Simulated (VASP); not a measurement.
# MgB2 (P6/mmm) in VASP: vibrations by perturbation theory with PBE

Aim: the vibrations by perturbation theory of MgB2 with PBE.

Program: VASP 6.6.1. These are calculated values, not measurements. Logs are shortened: lines on timing, memory, paths and dates and some standing lists are left out, and cuts for length are marked.

## Step 1: The cell of the first run

It takes space group P6/mmm (No. 191, hexagonal). The conventional cell has a = 3.076 Å, b = 3.076 Å, c = 3.525 Å, α = 90.00°, β = 90.00°, γ = 120.00°. Within 3.3 Å of Mg (site symmetry 6/mmm) lie 12 B at 2.50 Å and 6 Mg at 3.08 Å. B (site symmetry -6m2) has 3 B at 1.78 Å within 2.4 Å.

## Step 2: Vibrations by perturbation theory, PBE

File INCAR:

```
ALGO = Normal ; EDIFF = 1E-8
ENCUT = 520 ; GGA = PE
IBRION = 8 ; ISIF = 2
ISMEAR = -1 ; LASPH = T
LCHARG = F ; LREAL = F
LWAVE = F ; NBANDS = 11
NELM = 60 ; NSW = 1
PREC = Accurate ; SIGMA = 0.15
```

File KPOINTS:

```
k-points
0
Gamma
  18 18 12
```

File POSCAR:

```
MgB2
1.0
    3.0758042356      0.0000000000      0.0000000000
   -1.5379021178      2.6637246051      0.0000000000
    0.0000000000      0.0000000000      3.5247196372
Mg B
1 2
Direct
    0.0000000000      0.0000000000      0.0000000000
    0.3333333333      0.6666666667      0.5000000000
    0.6666666667      0.3333333333      0.5000000000
```

Potentials or basis: VASP PAW PBE potentials, release 64 (Mg, B).

Run with:

```bash
cat potpaw_PBE.64/Mg/POTCAR potpaw_PBE.64/B/POTCAR > POTCAR
mpirun -np 1 vasp_std > vasp.out
```

OUTCAR:

```text
EDIFF = 1E-8
   ENCUT = 520
   GGA = PE
   IBRION = 8
   ISIF = 2
   ISMEAR = -1
   LASPH = T
   LREAL = F
   NELM = 60
   NSW = 1
   PREC = Accurate

 ion  position               nearest neighbor table
   1  0.000  0.000  0.000-   2 2.50   3 2.50   2 2.50   3 2.50   3 2.50   3 2.50   2 2.50   2 2.50
                             3 2.50   3 2.50   2 2.50   2 2.50
   2  0.333  0.667  0.500-   3 1.78   3 1.78   3 1.78   1 2.50   1 2.50   1 2.50   1 2.50   1 2.50
                             1 2.50
   3  0.667  0.333  0.500-   2 1.78   2 1.78   2 1.78   1 2.50   1 2.50   1 2.50   1 2.50   1 2.50
                             1 2.50

  LATTYP: Found a hexagonal cell.
 ALAT       =     3.0758042356
 C/A-ratio  =     1.1459505766

  Lattice vectors:

 A1 = (   3.0758042356,   0.0000000000,   0.0000000000)
 A2 = (  -1.5379021178,   2.6637246051,   0.0000000000)
 A3 = (   0.0000000000,   0.0000000000,   3.5247196372)

Analysis of symmetry for initial positions (statically):
=====================================================================
 Subroutine PRICEL returns:
 Original cell was already a primitive cell.

 Routine SETGRP: Setting up the symmetry group for a
 hexagonal supercell.

 Subroutine GETGRP returns: Found 24 space group operations
 (whereof 24 operations were pure point group operations)
 out of a pool of 24 trial point group operations.

The static configuration has the point symmetry D_6h.

Analysis of symmetry for dynamics (positions and initial velocities):
=====================================================================
 Subroutine PRICEL returns:
 Original cell was already a primitive cell.

 Routine SETGRP: Setting up the symmetry group for a
 hexagonal supercell.

 Subroutine GETGRP returns: Found 24 space group operations
 (whereof 24 operations were pure point group operations)
 out of a pool of 24 trial point group operations.

The dynamic configuration has the point symmetry D_6h.

 Subroutine INISYM returns: Found 24 space group operations
[... 515 lines left out ...]
      0.00000      0.00000      0.00000         0.000000      0.000000      0.000000
     -0.00000      1.77582      1.76236         0.000000      0.000000      0.000000
      1.53790      0.88791      1.76236        -0.000000      0.000000      0.000000
 -----------------------------------------------------------------------------------
    total drift:                                0.000000     -0.000000      0.000000

  FREE ENERGIE OF THE ION-ELECTRON SYSTEM (eV)
  ---------------------------------------------------
  free  energy   TOTEN  =       -15.3490525883 eV

  energy  without entropy=      -15.2991096802  energy(sigma->0) =      -15.32408113

[... ionic steps 2 to 3 ...]

--------------------------------------- Ionic step        4  -------------------------------------------

------------------------ aborting loop because EDIFF is reached ----------------------------------------
[... 11 lines left out ...]
[... ionic steps 8 to 8 ...]

--------------------------------------- Ionic step        9  -------------------------------------------

 Free energy of the ion-electron system (eV)
  ---------------------------------------------------
  ---------------------------------------------------
  free energy    TOTEN  =        -0.04191983 eV

  energy without entropy =       -0.04191983

------------------------ aborting loop because EDIFF is reached ----------------------------------------

 INTERNAL STRAIN TENSOR  FOR ION    2  DIRECTION 3   (eV/Angst):
 -----------------------------------------------------------------------------
     0.00377  0.00000  0.00000
     0.00000  0.00377  0.00000
    -0.00000  0.00000 -0.01086

 INTERNAL STRAIN TENSOR FOR ION    3 for displacements in x,y,z  (eV/Angst):
          X           Y           Z          XY          YZ          ZX
  --------------------------------------------------------------------------------
  x     0.00000    -0.00000     0.00000     2.89589     0.00000     0.00000
  y     2.89589    -2.89589     0.00000     0.00000     0.00000     0.00000
  z     0.00000     0.00000     0.00000     0.00000     0.00000     0.00000

 SECOND DERIVATIVES (NOT SYMMETRIZED)
 ------------------------------------
               1X          1Y          1Z          2X          2Y          2Z          3X          3Y          3Z
  1X    -4.631917    0.000000    0.000000    2.315959    0.000000    0.000000    2.315959    0.000000    0.000000
  1Y     0.000000   -4.631917    0.000000    0.000000    2.315959    0.000000    0.000000    2.315959    0.000000
  1Z     0.000000   -0.000000   -6.675648    0.000000    0.000000    3.337824    0.000000    0.000000    3.337824
  2X     2.323854   -0.000000    0.000000   -7.941880    0.000000    0.000000    5.618025    0.000000    0.000000
  2Y     0.000000    2.323854    0.000000    0.000000   -7.941880    0.000000   -0.000000    5.618025    0.000000
  2Z     0.000000    0.000000    3.337570    0.000000    0.000000  -11.003144    0.000000   -0.000000    7.665574
  3X     2.323854   -0.000000    0.000000    5.618025    0.000000    0.000000   -7.941880    0.000000    0.000000
  3Y     0.000000    2.323854    0.000000   -0.000000    5.618025    0.000000    0.000000   -7.941880    0.000000
  3Z     0.000000    0.000000    3.337570    0.000000   -0.000000    7.665574    0.000000    0.000000  -11.003144

 Eigenvectors and eigenvalues of the dynamical matrix
 ----------------------------------------------------

   1 f  =   20.543529 THz   129.078799 2PiTHz  685.258363 cm-1    84.961171 meV
             X         Y         Z           dx          dy          dz
      0.000000  0.000000  0.000000    -0.000000   -0.000000    0.000000
     -0.000000  1.775816  1.762360    -0.000000   -0.000000   -0.707107
      1.537902  0.887908  1.762360     0.000000    0.000000    0.707107
[... 43 lines left out ...]
   9 f/i=    0.008456 THz     0.053128 2PiTHz    0.282047 cm-1     0.034969 meV
             X         Y         Z           dx          dy          dz
      0.000000  0.000000  0.000000     0.175933    0.706474   -0.000000
     -0.000000  1.775816  1.762360     0.117137    0.470373   -0.000000
      1.537902  0.887908  1.762360     0.117137    0.470373   -0.000000

--------------------------------------------------------------------------------------------------------

 ELASTIC MODULI CONTR FROM IONIC RELAXATION (kBar)
 Direction    XX          YY          ZZ          XY          YZ          ZX
 --------------------------------------------------------------------------------
 XX         -68.6238     68.6238      0.0000     -0.0000      0.0000      0.0000
 YY          68.6238    -68.6238      0.0000      0.0000     -0.0000      0.0000
 ZZ           0.0000      0.0000      0.0000      0.0000      0.0000      0.0000
 XY          -0.0000      0.0000      0.0000    -68.6238      0.0000      0.0000
 YZ           0.0000     -0.0000      0.0000      0.0000     -0.0000      0.0000
 ZX           0.0000      0.0000      0.0000      0.0000      0.0000      0.0000
 --------------------------------------------------------------------------------
```

stdout:

```text
POSCAR found type information on POSCAR MgB
 POSCAR found :  2 types and       3 ions
 scaLAPACK will be used
 LDA part: xc-table for (Slater+PW92), standard interpolation
 POSCAR, INCAR and KPOINTS ok, starting setup
 FFT: planning ... GRIDC
 FFT: planning ... GRID_SOFT
 FFT: planning ... GRID
 WAVECAR not read
 entering main loop
 Linear response reoptimize wavefunctions to high precision
 Linear response DOF=           4
 Linear response progress:
 first order change of Fermi-energy   0.31311E-04
 force on displaced ion       1 direction 1 :  -4.632  -0.000   0.000
 Linear response progress:
 first order change of Fermi-energy   0.14362E-03
 force on displaced ion       1 direction 3 :   0.000   0.000  -6.676
 Linear response progress:
 first order change of Fermi-energy  -0.28016E-04
 force on displaced ion       2 direction 1 :  -7.942   0.002   0.000
 Linear response progress:
 first order change of Fermi-energy   0.66187E-04
 force on displaced ion       2 direction 3 :   0.000  -0.000 -11.003
 Linear response finished
```

It took 14 min on 1 thread of Intel Xeon 8259CL, shared host; peak memory 0.96 GiB.

What came out:

```
Highest phonon frequency at Γ : 685 cm⁻¹
```

Phonon frequencies in cm⁻¹ (negative: imaginary):
| q point | frequencies |
| --- | --- |
| (0.000, 0.000, 0.000) | 0 0 0 332 332 398 584 584 685 |
